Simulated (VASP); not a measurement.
Hg:

```xyz
3
Lattice="5.4860 0.0000 0.0000 -2.7430 4.7510 0.0000 0.0000 0.0000 3.4013" Properties=species:S:1:pos:R:3 pbc="T T T"
Hg    0.0000    0.0000    0.0000
Hg    0.0000    3.1673    1.7006
Hg    2.7430    1.5837    1.7006
```

* Program: VASP 6.6.1
* Task: relaxation of cell and atoms
* Functional: PBE
* Potentials or basis: VASP PAW PBE potentials, release 64 (Hg)
* Cutoff: 600 eV
* k mesh: 7 × 7 × 10
* Occupations: fermi-dirac, width 0.05 eV
* Spin: no spin polarisation

At the start: pressure 0.1 GPa; volume 29.55 Å³/atom.

Question: Where does the relaxation end?

Answer: Over 7 steps the energy falls by 2.6 meV/atom and the volume is 29.88 Å³/atom (+1.1 %); space group P6/mmm (No. 191, to 0.1 Å) before and after.

Step by step:
```
step  energy change (eV)  largest force (eV/Å)  pressure (GPa)  volume (Å³)
   1              0.0000                0.0000            0.14        88.65
   2             -0.0020                0.0000            0.05        88.97
   3             -0.0062                0.0000           -0.06        89.93
   4             -0.0045                0.0000           -0.29        91.80
   5             -0.0071                0.0000           -0.15        90.61
   6             -0.0077                0.0000           -0.08        90.00
   7             -0.0079                0.0000            0.00        89.63
```

Final structure:
```yaml
crystal:
  lattice:
    - [5.59718, 0.00000, 0.00000]
    - [-2.79859, 4.84730, 0.00000]
    - [0.00000, 0.00000, 3.30344]
  atoms:
    - { symbol: Hg, position: [0.00000, 0.00000, 0.00000] }
    - { symbol: Hg, position: [0.33333, 0.66667, 0.50000] }
    - { symbol: Hg, position: [0.66667, 0.33333, 0.50000] }
```
